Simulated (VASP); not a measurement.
Set up this calculation in VASP 6.6.1, as the native input.

- Task: single point
- Functional: LDA
- Potentials or basis: VASP PAW LDA potentials, release 64 (K_sv, Ge_d)
- Cutoff: 520 eV
- k mesh: 5 × 5 × 5
- Occupations: fermi-dirac, width 0.1 eV
- Spin: no spin polarisation
- Dipole correction: no
- Further INCAR settings: ALGO = Normal; EDIFF = 1e-07; NBANDS = 28

The structure of K3Ge lies in POSCAR:

```
K3Ge
1.0
    0.0000000000      4.3110110000      4.3110110000
    4.3110110000      0.0000000000      4.3110110000
    4.3110110000      4.3110110000      0.0000000000
K Ge
3 1
Direct
    0.2500000000      0.2500000000      0.2500000000
    0.7500000000      0.7500000000      0.7500000000
    0.5000000000      0.5000000000      0.5000000000
    0.0000000000      0.0000000000      0.0000000000
```

One way to write it, as run:

INCAR

```
SYSTEM = K3Ge
  ALGO = Normal
  EDIFF = 1E-7
  ENCUT = 520
  GGA = CA
  ISIF = 2
  ISMEAR = -1
  LASPH = .TRUE.
  LCHARG = .FALSE.
  LREAL = .FALSE.
  LWAVE = .FALSE.
  NBANDS = 28
  NELM = 100
  PREC = Accurate
  SIGMA = 0.1
```

KPOINTS

```
k-points
0
G
  5 5 5
  0 0 0
```

Potentials or basis: VASP PAW LDA potentials, release 64 (K_sv, Ge_d).

Run with:

```bash
$ cat potpaw_LDA.64/K_sv/POTCAR potpaw_LDA.64/Ge_d/POTCAR > POTCAR
$ mpirun -np 1 vasp_std > vasp.out
```

Results of the run:

```yaml
Pressure: -1.4 GPa
```

Run time: 88 s on 1 thread of AMD EPYC 7R13 Processor (Zen 3), with other jobs on the host, peak memory 0.23 GiB.
